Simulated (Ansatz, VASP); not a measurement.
**Two plane-wave programs on MgF2**

POSCAR

```
MgF2
1.0
    4.6012175371      0.0000000000      0.0000000000
    0.0000000000      4.6012175371      0.0000000000
    0.0000000000      0.0000000000      3.0422834516
Mg F
2 4
Direct
    0.0000000000      0.0000000000      0.0000000000
    0.5000000000      0.5000000000      0.5000000000
    0.3024831210      0.3024831210      0.0000000000
    0.1975168790      0.8024831210      0.5000000000
    0.6975168790      0.6975168790      0.0000000000
    0.8024831210      0.1975168790      0.5000000000
```

The input INCAR.step1:

```
PREC = Accurate
ENCUT = 520
EDIFF = 1E-5
ISMEAR = 0
SIGMA = 0.05
LREAL = False
LASPH = True
NELM = 120
ALGO = Normal
ISIF = 2
LWAVE = True
NBANDS = 25
GGA = PE
GGA_COMPAT = False
```

Contents of INCAR.step2:

```
PREC = Accurate
ENCUT = 520
EDIFF = 1E-6
ISMEAR = 0
SIGMA = 0.05
LREAL = False
LASPH = True
NELM = 120
ALGO = Normal
ISIF = 2
LWAVE = False
LCHARG = True
GGA = PE
LHFCALC = True
AEXX = 0.4
HFSCREEN = 0.20787
PRECFOCK = Normal
LELF = True
LVHAR = True
NBANDS = 25
ISTART = 1
GGA_COMPAT = False
```

Contents of KPOINTS:

```
regular mesh
0
Gamma
  4 4 4
```

Input for Ansatz:

```yaml
crystal:
  lattice:
    - [4.6012175371, 0.0, 0.0]
    - [0.0, 4.6012175371, 0.0]
    - [0.0, 0.0, 3.0422834516]
  atoms:
    - { symbol: Mg, position: [0.0, 0.0, 0.0] }
    - { symbol: Mg, position: [0.5, 0.5, 0.5] }
    - { symbol: F, position: [0.302483121, 0.302483121, 0.0] }
    - { symbol: F, position: [0.197516879, 0.802483121, 0.5] }
    - { symbol: F, position: [0.697516879, 0.697516879, 0.0] }
    - { symbol: F, position: [0.802483121, 0.197516879, 0.5] }
basis:
  ecutwfc: 420
  ecutrho_ratio: 4
kpoints:
  mp_grid: { grid: [4, 4, 4] }
hamiltonian:
  xc: { preset: hse06, exx: { coeff: 0.4, omega: 0.20787 } }
scf:
  occupations: { method: gaussian, width: 0.05 }
  n_extra_bands: 15
output:
  forces: true
  stress: true
  eigenvalues: true
  populations: true
  dos: { projected: true, de: 0.02 }
  write_density: true
  write_potential: true
  elf: true
  volumetric_format: npy
```

Alike in both runs: task single point; functional PBE-based screened hybrid with a share of 0.4 of exact exchange and HFSCREEN = 0.20787; k mesh 4 × 4 × 4; occupations gaussian, width 0.05 eV; no spin polarisation.

|  | VASP | Ansatz |
| --- | --- | --- |
| version | VASP 6.6.1 | Ansatz 0.2.0 |
| potentials or method | VASP PAW PBE potentials, release 64 (Mg, F), cutoff 520 eV | scalar-relativistic, plane waves, PAW |
| valence electrons in the cell | 32 | 48 |

|  | VASP | Ansatz | Ansatz less VASP |
| --- | --- | --- | --- |
| gap on the k mesh at the Fermi level (eV) | 10.88 | 10.96 | +0.078 |
| least direct gap on the mesh (eV) | 10.88 | 10.96 | +0.078 |
| pressure (GPa) | -0.2 | -0.1 | +0.10 |
| traceless stress, the component that is largest in VASP (GPa) | -0.48 | -0.50 | -0.012 |
| rms of the force components (eV/Å) | 0.032 | 0.035 | +0.0035 |

VASP's potentials were made for PBE, not for PBE-based screened hybrid. Atom by atom the forces differ by 0.004 eV/Å (rms over components). VASP's potentials hold 32 valence electrons a cell and Ansatz's 48, so a difference there can come from the potentials and not from the codes. Ansatz's warnings: stress exchange threshold loose, stress scf threshold loose.

The k mesh is coarse, so the values compare programs but aren't converged.
